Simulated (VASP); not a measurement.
# Mg (Im-3m) in VASP: further runs, part 2 of 2

VASP 6.6.1. The steps go on from the part before.

### Step 4. Single point, PBE (22.44 Å³/atom)

This run uses another cell than the first one, of 22.44 Å³/atom.

INCAR

```
ALGO = Fast
EDIFF = 1E-6
ENCUT = 520
GGA = PE
ISIF = 2
ISMEAR = 0
LASPH = True
LCHARG = False
LREAL = False
LWAVE = False
NBANDS = 7
NELM = 60
PREC = Accurate
SIGMA = 0.05
```

KPOINTS

```
k-points
0
Gamma
  18 18 18
```

POSCAR

```
Mg
1.0
   -1.7769790457      1.7769790457      1.7769790457
    1.7769790457     -1.7769790457      1.7769790457
    1.7769790457      1.7769790457     -1.7769790457
Mg
1
Direct
    0.0000000000      0.0000000000      0.0000000000
```

Potentials or basis: VASP PAW PBE potentials, release 64 (Mg).

On the command line:

```bash
$ cat potpaw_PBE.64/Mg/POTCAR > POTCAR
$ mpirun -np 1 vasp_std > vasp.out
```

OUTCAR:

```text
EDIFF = 1E-6
   ENCUT = 520
   GGA = PE
   ISIF = 2
   ISMEAR = 0
   LASPH = True
   LREAL = False
   NELM = 60
   PREC = Accurate

 ion  position               nearest neighbor table
   1  0.000  0.000  0.000-

  LATTYP: Found a body centered cubic cell.
 ALAT       =     3.5539580914

  Lattice vectors:

 A1 = (  -1.7769790457,   1.7769790457,   1.7769790457)
 A2 = (   1.7769790457,  -1.7769790457,   1.7769790457)
 A3 = (   1.7769790457,   1.7769790457,  -1.7769790457)

Analysis of symmetry for initial positions (statically):
=====================================================================
 Subroutine PRICEL returns:
 Original cell was already a primitive cell.

 Routine SETGRP: Setting up the symmetry group for a
 body centered cubic supercell.

 Subroutine GETGRP returns: Found 48 space group operations
 (whereof 48 operations were pure point group operations)
 out of a pool of 48 trial point group operations.

The static configuration has the point symmetry O_h .

[... 157 lines left out ...]
  energy without entropy =       -1.47655627  energy(sigma->0) =       -1.47688130

 E-fermi :   2.7584     XC(G=0):  -8.5646

 val. band max:        2.7450466268   @ k =  -0.3889   0.4444   0.3333
 cond. band min:       2.8056428947   @ k =  -0.4444   0.4444   0.3333
 fundamental gap:      0.0605962679
 Fermi energy:         2.7583571906

 k-point     1 :       0.0000    0.0000    0.0000
  band No.  band energies     occupation
      1      -4.2735      2.00000
      2      15.9386      0.00000
      3      15.9386      0.00000
      4      15.9386      0.00000
      5      17.9777      0.00000
      6      17.9777      0.00000
      7      18.1864      0.00000
[... 221 lines left out ...]
 k-point    24 :       0.3889    0.1111    0.0000
  band No.  band energies     occupation
      1       0.5308      2.00000
      2       3.1199      0.00000
      3       9.1977      0.00000
      4      11.8124      0.00000
      5      14.3580      0.00000
      6      16.8174      0.00000
      7      20.3559      0.00000

 [... further k-points ...]

------------------------ aborting loop because EDIFF is reached ----------------------------------------

  FORCE on cell =-STRESS in cart. coord.  units (eV):
  Direction    XX          YY          ZZ          XY          YZ          ZX
  --------------------------------------------------------------------------------------
  -------------------------------------------------------------------------------------
  Total        0.0939218      0.0939218      0.0939218      0.0000000     -0.0000000      0.0000000
  in kB        6.7045575      6.7045575      6.7045575      0.0000000     -0.0000000      0.0000000
  external PRESSURE =       6.7045575 kB  Pullay stress =       0.0000000 kB

 VOLUME and BASIS-vectors are now :
 -----------------------------------------------------------------------------
  energy-cutoff  :      520.00
  volume of cell :       22.44
      direct lattice vectors                 reciprocal lattice vectors
    -1.776979046  1.776979046  1.776979046     0.000000000  0.281376419  0.281376419
     1.776979046 -1.776979046  1.776979046     0.281376419  0.000000000  0.281376419
     1.776979046  1.776979046 -1.776979046     0.281376419  0.281376419  0.000000000

 POSITION                                       TOTAL-FORCE (eV/Angst)
 -----------------------------------------------------------------------------------
      0.00000      0.00000      0.00000         0.000000     -0.000000      0.000000
 -----------------------------------------------------------------------------------
    total drift:                                0.000000      0.000000      0.000000

  FREE ENERGIE OF THE ION-ELECTRON SYSTEM (eV)
  ---------------------------------------------------
  free  energy   TOTEN  =        -1.4772063298 eV

  energy  without entropy=       -1.4765562686  energy(sigma->0) =       -1.47688130
```

OSZICAR:

```text
N       E                     dE             d eps       ncg     rms          rms(c)
DAV:   1    -0.854571736685E+00   -0.85457E+00   -0.80258E+02  2933   0.196E+02
DAV:   2    -0.148316612886E+01   -0.62859E+00   -0.61301E+00  3591   0.112E+01
DAV:   3    -0.148567418695E+01   -0.25081E-02   -0.25062E-02  3570   0.764E-01
DAV:   4    -0.148567832359E+01   -0.41366E-05   -0.41368E-05  3829   0.225E-02
DAV:   5    -0.148567833138E+01   -0.77855E-08   -0.76778E-08  3507   0.750E-04    0.676E-01
RMM:   6    -0.148162411357E+01    0.40542E-02   -0.24150E-04  2731   0.121E-01    0.432E-01
RMM:   7    -0.147719485437E+01    0.44293E-02   -0.10641E-03  2857   0.230E-01    0.239E-02
RMM:   8    -0.147720648653E+01   -0.11632E-04   -0.43912E-05  2894   0.446E-02    0.575E-03
RMM:   9    -0.147720632977E+01    0.15676E-06   -0.31277E-06  3007   0.102E-02
   1 F= -.14772063E+01 E0= -.14768813E+01  d E =-.650061E-03
```

It took 10 s on 1 thread of AMD EPYC 9R45 (Zen 5), shared host; peak memory 0.13 GiB.

What came out:

```
Free energy            : -1.4772 eV
Pressure               : 0.7 GPa
Band gap on the k mesh : zero (bands 1 and 2 overlap by 4.83 eV)
```

### Step 5. Single point, PBE (22.94 Å³/atom)

This run uses another cell than the first one, of 22.94 Å³/atom.

INCAR

```
PREC = Accurate
ENCUT = 520
EDIFF = 1E-7
ISMEAR = 0
SIGMA = 0.05
LREAL = False
LASPH = True
NELM = 60
ALGO = Normal
ISIF = 2
LWAVE = False
LCHARG = True
GGA = PE
LELF = True
LVHAR = True
NBANDS = 7
```

KPOINTS

```
Automatic mesh
0
Gamma
  18 18 18
```

POSCAR

```
Mg
1.0
   -1.7899258090      1.7899258090      1.7899258090
    1.7899258090     -1.7899258090      1.7899258090
    1.7899258090      1.7899258090     -1.7899258090
Mg
1
Direct
    0.0000000000      0.0000000000      0.0000000000
```

On the command line:

```bash
$ cat potpaw_PBE.64/Mg/POTCAR > POTCAR
$ mpirun -np 1 vasp_std > vasp.out
```

It took 11 s on 1 thread of AMD EPYC 9R45 (Zen 5), shared host; peak memory 0.13 GiB.

Results (log left out):

- Free energy: -1.4780 eV
- Pressure: -0.1 GPa
- Band gap on the k mesh: zero (bands 1 and 2 overlap by 4.77 eV)

Levels at points of the mesh, in eV from the Fermi level:
| k point | band 1 | band 2 | band 3 | band 4 |
| --- | --- | --- | --- | --- |
| (0.00, 0.00, 0.00) | -6.94 | 13.03 | 13.03 | 13.03 |
| (0.50, 0.00, 0.00) | -1.47 | -0.90 | 8.64 | 9.35 |
| (0.50, 0.50, 0.50) | 3.87 | 3.87 | 3.87 | 4.02 |

### Step 6. The runs side by side

| cell | gap on the mesh (eV) | pressure (GPa) |
| --- | --- | --- |
| a = 3.058 Å, angles 109.5°, 1 atom | none | 1.4 |
| a = 3.071 Å, angles 109.5°, 1 atom | none | 0.9 |
| a = 3.078 Å, angles 109.5°, 1 atom | none | 0.7 |
| a = 3.100 Å, angles 109.5°, 1 atom | none | -0.1 |

Alike in all rows: task single point; level PBE; potentials or basis VASP PAW PBE potentials, release 64 (Mg); no spin polarisation; k mesh 18 × 18 × 18; cutoff (eV) 520; smearing gaussian 0.05 eV.

Absolute energies hang on the potentials; compare differences alone.
